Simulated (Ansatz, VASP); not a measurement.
One calculation of LiF, two programs

```
Li F
1.0
     0.00000    2.01400    2.07442
     2.01400    0.00000    2.07442
     2.01400    2.01400    0.00000
Li F
1 1
Direct
  0.00000 0.00000 0.00000
  0.50000 0.50000 0.50000
```

Change from the starting cell: zz strain of +3 %.

Alike in both runs: task single point; functional PBE; k mesh 10 × 10 × 10; occupations fermi-dirac, width 0.03 eV; no spin polarisation.

|  | VASP | Ansatz |
| --- | --- | --- |
| version | VASP 6.6.1 | Ansatz 0.2.0 |
| potentials or method | VASP PAW PBE potentials, release 64 (Li_sv, F), cutoff 520 eV | all-electron LAPW, scalar-relativistic |

|  | VASP | Ansatz | Ansatz less VASP |
| --- | --- | --- | --- |
| gap on the k mesh at the Fermi level (eV) | 8.79 | 8.77 | -0.019 |

Ansatz ran all-electron here, and VASP with PAW potentials.

Noted on VASP's run: the cutoff is under 1.25 times that of the potentials, so the pressure is a little rough.
